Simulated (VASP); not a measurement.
Here is a VASP 6.6.1 calculation.

Contents of INCAR:

```
SYSTEM = MgO
PREC = Accurate ; ENCUT = 600
EDIFF = 1E-6 ; ISMEAR = 0
SIGMA = 0.01 ; LREAL = .FALSE.
LASPH = .TRUE. ; NELM = 120
ALGO = Normal ; ISIF = 2
LWAVE = .FALSE. ; LCHARG = .FALSE.
GGA = PS ; NBANDS = 11
GGA_COMPAT = .FALSE.
```

The input KPOINTS:

```
regular mesh
0
G
  10 10 10
  0 0 0
```

Contents of POSCAR:

```
MgO
1.0
    0.0000000000      2.0288630424      2.0288630424
    2.0288630424      0.0000000000      2.0288630424
    2.0288630424      2.0288630424      0.0000000000
Mg O
1 1
Direct
    0.0000000000      0.0000000000      0.0000000000
    0.5000000000      0.5000000000      0.5000000000
```

Potentials or basis: VASP PAW PBE potentials, release 64 (Mg, O).

Launch:

```bash
$ cat potpaw_PBE.64/Mg/POTCAR potpaw_PBE.64/O/POTCAR > POTCAR
$ mpirun -np 1 vasp_std > vasp.out
```

Q: What does it give for the pressure?

A: 22.1 GPa.

Q: Estimate the band gap on the k mesh.

A: 5.80 eV, direct.

Caveat: the PAW data sets were made with another functional, which shifts forces and pressure a little. PBEsol gaps usually lie below the measured ones, often by a third to a half.
